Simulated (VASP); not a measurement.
# BN (P1) in VASP: single point with r2SCAN

Aim: the single point of BN with r2SCAN.

Everything below comes from runs of VASP 6.6.1. Logs are shortened: lines on timing, memory, paths and dates and some standing lists are left out, and cuts for length are marked.

## Step 1: The cell of the first run

The typed cell holds 8 atoms: a = 3.633 Å, b = 3.656 Å, c = 3.713 Å, α = 87.95°, β = 89.10°, γ = 88.47°.

## Step 2: Single point, r2SCAN (atoms moved at random and the cell strained at random)

POSCAR reads:

```
BN
1.0
    3.6327644037     -0.0482976009     -0.0285171646
    0.0482976009     -3.6550187497     -0.0657509638
    0.0285171646     -0.0657509638     -3.7121433069
B N
4 4
Direct
   -0.0052125968      0.0014574813      0.0104938761
    0.5048018799      0.5014943957     -0.0118254489
    0.4972803783      0.0057077744      0.5135374932
   -0.0022394758      0.5023009638      0.5098640568
    0.7487772178      0.7493538342      0.7436670103
    0.2450978464      0.2497252026      0.7312036945
    0.2569152609      0.7498261569      0.2520252621
    0.7545794892      0.2401341912      0.2510340560
```

INCAR.step1 reads:

```
PREC = Accurate ; ENCUT = 520
ISMEAR = 0 ; SIGMA = 0.05
LREAL = F ; LASPH = T
NELM = 60 ; NBANDS = 26
GGA = PE ; ALGO = Normal
EDIFF = 1E-4 ; LWAVE = T
LCHARG = F
```

INCAR.step2 reads:

```
PREC = Accurate ; ENCUT = 520
EDIFF = 1E-6 ; ISMEAR = 0
SIGMA = 0.05 ; LREAL = F
LASPH = T ; NELM = 60
ALGO = Normal ; ISIF = 2
LWAVE = F ; LCHARG = F
METAGGA = R2SCAN ; LMIXTAU = T
NBANDS = 26 ; ISTART = 1
```

KPOINTS reads:

```
regular mesh
0
Gamma
  6 6 6
```

Potentials or basis: VASP PAW PBE potentials, release 64 (B, N).

Started as:

```console
> cat potpaw_PBE.64/B/POTCAR potpaw_PBE.64/N/POTCAR > POTCAR
> cp INCAR.step1 INCAR
> mpirun -np 1 vasp_std > vasp.out
> cp INCAR.step2 INCAR
> mpirun -np 1 vasp_std > vasp.out
```

OUTCAR:

```text
PREC = Accurate
   ENCUT = 520
   EDIFF = 1E-6
   ISMEAR = 0
   LREAL = F
   LASPH = T
   NELM = 60
   ISIF = 2
   METAGGA = R2SCAN
   ISTART = 1

 ion  position               nearest neighbor table
   1  0.995  0.001  0.010-   8 1.52   7 1.57   6 1.63   5 1.66
   2  0.505  0.501  0.988-   5 1.55   7 1.61   8 1.61   6 1.67
   3  0.497  0.006  0.514-   6 1.51   5 1.54   8 1.59   7 1.65
   4  0.998  0.502  0.510-   6 1.50   5 1.54   7 1.61   8 1.66
   5  0.749  0.749  0.744-   3 1.54   4 1.54   2 1.55   1 1.66
   6  0.245  0.250  0.731-   4 1.50   3 1.51   1 1.63   2 1.67
   7  0.257  0.750  0.252-   1 1.57   4 1.61   2 1.61   3 1.65
   8  0.755  0.240  0.251-   1 1.52   3 1.59   2 1.61   4 1.66

  LATTYP: Found a triclinic cell.
 ALAT       =     5.2355067148
 B/A-ratio  =     0.6939533390
 C/A-ratio  =     1.5583273106
 COS(alpha) =     0.0024089407
 COS(beta)  =     0.6357529456
 COS(gamma) =     0.7051317482

  Lattice vectors:

 A1 = (  -3.6612815683,   0.1140485647,   3.7406604715)
 A2 = (  -3.6327644037,   0.0482976009,   0.0285171646)
 A3 = (  -0.0087367283,  -3.5235168221,   7.3585356500)

Analysis of symmetry for initial positions (statically):
=====================================================================
 Subroutine PRICEL returns:
 Original cell was already a primitive cell.

 Routine SETGRP: Setting up the symmetry group for a
 triclinic supercell.

 Subroutine GETGRP returns: Found  1 space group operations
 (whereof  1 operations were pure point group operations)
 out of a pool of  2 trial point group operations.

The static configuration has the point symmetry C_1 .

Analysis of symmetry for dynamics (positions and initial velocities):
=====================================================================
 Subroutine PRICEL returns:
 Original cell was already a primitive cell.

 Routine SETGRP: Setting up the symmetry group for a
 triclinic supercell.

 Subroutine GETGRP returns: Found  1 space group operations
 (whereof  1 operations were pure point group operations)
 out of a pool of  2 trial point group operations.

The dynamic configuration has the point symmetry C_1 .

 Subroutine INISYM returns: Found  1 space group operations
 (whereof  1 operations are pure point group operations),
 and found     1 'primitive' translations

----------------------------------------------------------------------------------------

                                     Primitive cell

  volume of cell :      49.2620

  direct lattice vectors                    reciprocal lattice vectors
     3.632764404 -0.048297601 -0.028517165     0.275336446  0.003601407  0.002051381
     0.048297601 -3.655018750 -0.065750964    -0.003601407 -0.273730719  0.004820761
     0.028517165 -0.065750964 -3.712143307    -0.002051381  0.004820761 -0.269487298

  length of vectors
     3.633197366  3.655929144  3.712835082     0.275367639  0.273796852  0.269538219

  position of ions in fractional coordinates (direct lattice)
     0.994787403  0.001457481  0.010493876
     0.504801880  0.501494396  0.988174551
     0.497280378  0.005707774  0.513537493
     0.997760524  0.502300964  0.509864057
     0.748777218  0.749353834  0.743667010
     0.245097846  0.249725203  0.731203695
     0.256915261  0.749826157  0.252025262
     0.754579489  0.240134191  0.251034056

  ion indices of the primitive-cell ions
   primitive index   ion index
                 1           1
                 2           2
                 3           3
                 4           4
                 5           5
                 6           6
                 7           7
                 8           8

----------------------------------------------------------------------------------------

 KPOINTS: regular mesh

Automatic generation of k-mesh.
 Grid dimensions read from file:
 generate k-points for:    6    6    6

 Generating k-lattice:

  Cartesian coordinates                     Fractional coordinates (reciprocal lattice)
     0.045889408  0.000600234  0.000341897     0.166666667 -0.000000000 -0.000000000
    -0.000600234 -0.045621786  0.000803460     0.000000000  0.166666667 -0.000000000
    -0.000341897  0.000803460 -0.044914550    -0.000000000 -0.000000000  0.166666667

  Length of vectors
     0.045894606  0.045632809  0.044923037

  Shift w.r.t. Gamma in fractional coordinates (k-lattice)
     0.000000000  0.000000000  0.000000000

 Subroutine IBZKPT returns following result:
 ===========================================

 Found    112 irreducible k-points:

 Following reciprocal coordinates:
            Coordinates               Weight
  0.000000  0.000000  0.000000      1.000000
  0.166667 -0.000000  0.000000      2.000000
  0.333333 -0.000000  0.000000      2.000000
  0.500000  0.000000  0.000000      1.000000
 -0.000000  0.166667 -0.000000      2.000000
  0.166667  0.166667 -0.000000      2.000000
[... 16 lines left out ...]
  0.333333  0.000000  0.166667      2.000000
  0.500000  0.000000  0.166667      2.000000
 [... further k-points ...]
   k-points           NKPTS =    112   k-points in BZ     NKDIM =    112   number of bands    NBANDS=     26
   number of dos      NEDOS =    301   number of ions     NIONS =      8
   total plane-waves  NPLWV =  21952
   dimension x,y,z NGX =    28 NGY =   28 NGZ =   28
   dimension x,y,z NGXF=    56 NGYF=   56 NGZF=   56
   ions per type =               4   4
   NGX,Y,Z   is equivalent  to a cutoff of  12.81, 12.73, 12.54 a.u.
   NGXF,Y,Z  is equivalent  to a cutoff of  25.62, 25.46, 25.07 a.u.
 SYSTEM =  unknown system
   PREC   = accura    normal or accurate (medium, high low for compatibility)
   ISTART =      1    job   : 0-new  1-cont  2-samecut
   ICHARG =      0    charge: 1-file 2-atom 10-const
   ISPIN  =      1    spin polarized calculation?
   LNONCOLLINEAR =      F non collinear calculations
   LSORBIT =      F    spin-orbit coupling
   LASPH  =      T    aspherical Exc in radial PAW
   ENCUT  =  520.0 eV  38.22 Ry    6.18 a.u.   6.76  6.80  6.90*2*pi/ulx,y,z
   NELM   =     60;   NELMIN=  2; NELMDL=  0     # of ELM steps
   EDIFF  = 0.1E-05   stopping-criterion for ELM
   LREAL  =      F    real-space projection
   EDIFFG = 0.1E-04   stopping-criterion for IOM
   NSW    =      0    number of steps for IOM
   IBRION =     -1    ionic relax: 0-MD 1-quasi-New 2-CG
   NFREE  =      0    steps in history (QN), initial steepest desc. (CG)
   ISIF   =      2    stress and relaxation
   ISYM   =      2    0-nonsym 1-usesym 2-fastsym
   POTIM  = 0.5000    time-step for ionic-motion
   TEBEG  =    0.0;   TEEND  =   0.0 temperature during run
   PSTRESS=    0.0 pullay stress
   NELECT =      32.0000    total number of electrons
   NUPDOWN=      -1.0000    fix difference up-down
   EMIN   =  10.00;   EMAX   =-10.00  energy-range for DOS
   EFERMI =   0.00;   METHOD = LEGACY
   ISMEAR =     0;   SIGMA  =   0.05  broadening in eV -4-tet -1-fermi 0-gaus
   EFERMI_NEDOS =   21; number of points for ismear=-14 and -15
   IALGO  =     38    algorithm
   IMIX   =      4    mixing-type and parameters
     AMIX     =   0.40;   BMIX     =  1.00
     AMIX_MAG =   1.60;   BMIX_MAG =  1.00
  volume/ion in A,a.u.               =       6.16        41.55
  Fermi-wavevector in a.u.,A,eV,Ry     =   1.417819  2.679289 27.350571  2.010210
  Thomas-Fermi vector in A             =   2.539009
   LORBIT       =      0    0 simple, 1 ext, 2 COOP (PROOUT), +10 PAW based schemes
   METAGGA = R2SCAN    functional components
   LHFCALC =     F    Hartree Fock is set to
   AEXX    =    0.0000 exact exchange contribution
   IVDW    =     0    specifies the selected vdW correction
   LEPSILON=     F    determine dielectric tensor
   LRPA    =     F    only Hartree local field effects (RPA)
 non-spin polarized calculation
 Gauss-broadening in eV      SIGMA  =   0.05
  energy-cutoff  :      520.00
  volume of cell :       49.26
 maximum number of plane-waves:      1344
   NGX = 13   NGY = 13   NGZ = 13

 number of electron      31.9999995 magnetization

 Free energy of the ion-electron system (eV)
  ---------------------------------------------------
  ext. energy  EPLUGINS =         0.00000000
  ---------------------------------------------------
  free energy    TOTEN  =       -76.10276272 eV

  energy without entropy =      -76.10276272  energy(sigma->0) =      -76.10276272

 E-fermi :   7.3493     XC(G=0): -13.4218

 val. band max:        7.0592296603   @ k =   0.0000   0.0000   0.0000
 cond. band min:      11.0755019181   @ k =   0.0000   0.0000   0.0000
 fundamental gap:      4.0162722579
 Fermi energy:         7.3493389265

 k-point     1 :       0.0000    0.0000    0.0000
  band No.  band energies     occupation
      1     -14.1177      2.00000
      2      -8.8987      2.00000
      3      -8.7834      2.00000
      4      -8.3024      2.00000
      5      -2.4926      2.00000
      6      -2.4231      2.00000
[... 18 lines left out ...]
     25      16.8763      0.00000
     26      17.5713      0.00000

 k-point     2 :       0.1667   -0.0000    0.0000
  band No.  band energies     occupation
      1     -13.8894      2.00000
      2      -9.3919      2.00000
      3      -8.7451      2.00000
      4      -8.4396      2.00000
      5      -2.3009      2.00000
      6      -2.1497      2.00000
[... 18 lines left out ...]
     25      17.5684      0.00000
     26      18.2744      0.00000

 k-point     3 :       0.3333   -0.0000    0.0000
  band No.  band energies     occupation
      1     -13.2165      2.00000
      2     -10.7577      2.00000
      3      -8.6030      2.00000
      4      -8.3663      2.00000
      5      -1.7521      2.00000
      6      -1.5918      2.00000
[... 18 lines left out ...]
     25      19.4471      0.00000
     26      19.6774      0.00000

 k-point     4 :       0.5000    0.0000    0.0000
  band No.  band energies     occupation
      1     -12.2126      2.00000
      2     -12.0602      2.00000
      3      -8.5250      2.00000
      4      -8.3077      2.00000
      5      -1.1675      2.00000
      6      -1.0676      2.00000
[... 18 lines left out ...]
     25      20.5964      0.00000
     26      20.7912      0.00000

 k-point     5 :      -0.0000    0.1667   -0.0000
  band No.  band energies     occupation
      1     -13.8919      2.00000
      2      -9.4391      2.00000
      3      -8.7124      2.00000
      4      -8.4268      2.00000
      5      -2.2977      2.00000
      6      -2.0877      2.00000
[... 18 lines left out ...]
     25      17.6104      0.00000
     26      18.2961      0.00000

 k-point     6 :       0.1667    0.1667   -0.0000
  band No.  band energies     occupation
      1     -13.6783      2.00000
      2      -9.4465      2.00000
      3      -8.9496      2.00000
      4      -8.6562      2.00000
      5      -2.1084      2.00000
      6      -1.7760      2.00000
[... 427 lines left out ...]
 k-point    21 :       0.0000    0.0000    0.1667
  band No.  band energies     occupation
      1     -13.9010      2.00000
      2      -9.4845      2.00000
      3      -8.8237      2.00000
      4      -8.2550      2.00000
      5      -2.2654      2.00000
      6      -1.9576      2.00000
[... 18 lines left out ...]
     25      17.4829      0.00000
     26      18.1487      0.00000

 k-point    22 :       0.1667    0.0000    0.1667
  band No.  band energies     occupation
      1     -13.6821      2.00000
      2      -9.3879      2.00000
      3      -9.2295      2.00000
      4      -8.4549      2.00000
      5      -2.0001      2.00000
      6      -1.6897      2.00000
[... 18 lines left out ...]
     25      17.8801      0.00000
     26      18.6303      0.00000

 k-point    23 :       0.3333    0.0000    0.1667
  band No.  band energies     occupation
      1     -13.0242      2.00000
      2     -10.5775      2.00000
      3      -9.0244      2.00000
      4      -8.5479      2.00000
      5      -1.6566      2.00000
      6      -1.5002      2.00000
[... 18 lines left out ...]
     25      19.6580      0.00000
     26      19.8832      0.00000

 k-point    24 :       0.5000    0.0000    0.1667
  band No.  band energies     occupation
      1     -12.0249      2.00000
      2     -11.8686      2.00000
      3      -8.8391      2.00000
      4      -8.5968      2.00000
      5      -1.5951      2.00000
      6      -1.3806      2.00000
[... 18 lines left out ...]
     25      19.9044      0.00000
     26      20.3125      0.00000

 [... further k-points ...]

------------------------ aborting loop because EDIFF is reached ----------------------------------------

  FORCE on cell =-STRESS in cart. coord.  units (eV):
  Direction    XX          YY          ZZ          XY          YZ          ZX
  --------------------------------------------------------------------------------------
  -------------------------------------------------------------------------------------
  Total       -2.1864637     -3.0377003     -6.4195909      3.2982251     -4.1293709      1.5871769
  in kB      -71.1116269    -98.7968876   -208.7880785    107.2700871   -134.3019233     51.6206736
  external PRESSURE =    -126.2321976 kB  Pullay stress =       0.0000000 kB

 VOLUME and BASIS-vectors are now :
 -----------------------------------------------------------------------------
  energy-cutoff  :      520.00
  volume of cell :       49.26
      direct lattice vectors                 reciprocal lattice vectors
     3.632764404 -0.048297601 -0.028517165     0.275336446  0.003601407  0.002051381
     0.048297601 -3.655018750 -0.065750964    -0.003601407 -0.273730719  0.004820761
     0.028517165 -0.065750964 -3.712143307    -0.002051381  0.004820761 -0.269487298

 POSITION                                       TOTAL-FORCE (eV/Angst)
 -----------------------------------------------------------------------------------
      3.61420     -0.05406     -0.06742         1.094484      0.485968      0.568704
      1.88623     -1.92233     -3.71561        -0.433457      0.259284     -1.444286
      1.82142     -0.07865     -1.92088         0.353162      0.725867      2.220224
      3.66343     -1.91763     -1.95417         0.460912     -0.074128      2.019026
      2.77753     -2.82396     -2.83122         0.013787     -0.031178     -1.309730
      0.92330     -0.97267     -2.73774         0.250307     -0.088332     -3.011728
      0.97671     -2.76961     -0.99218        -0.812470      0.141239      0.612291
      2.75997     -0.93065     -0.96918        -0.926724     -1.418718      0.345499
 -----------------------------------------------------------------------------------
    total drift:                                0.000135     -0.000106      0.000065

  FREE ENERGIE OF THE ION-ELECTRON SYSTEM (eV)
  ---------------------------------------------------
  free  energy   TOTEN  =       -76.1027627160 eV

  energy  without entropy=      -76.1027627160  energy(sigma->0) =      -76.10276272
```

Wall time 11 min (1 thread of AMD EPYC 7R13, shared host); peak memory 0.21 GiB.

What came out:

```yaml
Free_energy: -76.1028 eV
Pressure: -12.6 GPa
Largest_force: 3.023 eV/Å
Band_gap_on_the_k_mesh: 4.02 eV
```

Forces on the atoms (eV/Å):
```
B    1.094  0.486  0.569
B   -0.433  0.259 -1.444
B    0.353  0.726  2.220
B    0.461 -0.074  2.019
N    0.014 -0.031 -1.310
N    0.250 -0.088 -3.012
N   -0.812  0.141  0.612
N   -0.927 -1.419  0.345
```

Stress tensor (GPa, compression positive):
```
 -7.11  10.73   5.16
 10.73  -9.88 -13.43
  5.16 -13.43 -20.88
```

Levels at points of the mesh, in eV from the valence-band top:
| k point | band 14 | band 15 | band 16 | band 17 | band 18 | band 19 |
| --- | --- | --- | --- | --- | --- | --- |
| (0.00, 0.00, 0.00) | -0.71 | -0.27 | 0.00 | 4.02 | 4.71 | 4.90 |
| (0.50, 0.00, 0.00) | -3.45 | -3.19 | -2.90 | 6.67 | 6.72 | 9.69 |
| (0.00, 0.50, 0.00) | -3.34 | -3.20 | -3.13 | 6.80 | 6.85 | 9.62 |
| (0.50, 0.50, 0.00) | -2.21 | -1.96 | -1.88 | 9.75 | 9.87 | 10.04 |
| (0.00, 0.00, 0.50) | -3.47 | -2.89 | -2.71 | 6.95 | 7.11 | 9.21 |
| (0.50, 0.00, 0.50) | -2.53 | -2.32 | -2.11 | 9.21 | 9.32 | 9.68 |
| (0.00, 0.50, 0.50) | -2.48 | -2.39 | -2.11 | 8.86 | 8.98 | 9.84 |
| (0.50, 0.50, 0.50) | -1.84 | -1.76 | -1.60 | 8.62 | 9.05 | 9.53 |

Caveat: the cell differs from its parent crystal (atoms moved at random and the cell strained at random); the cell stands under tension; the PAW data sets were made with another functional, which shifts forces and pressure a little.
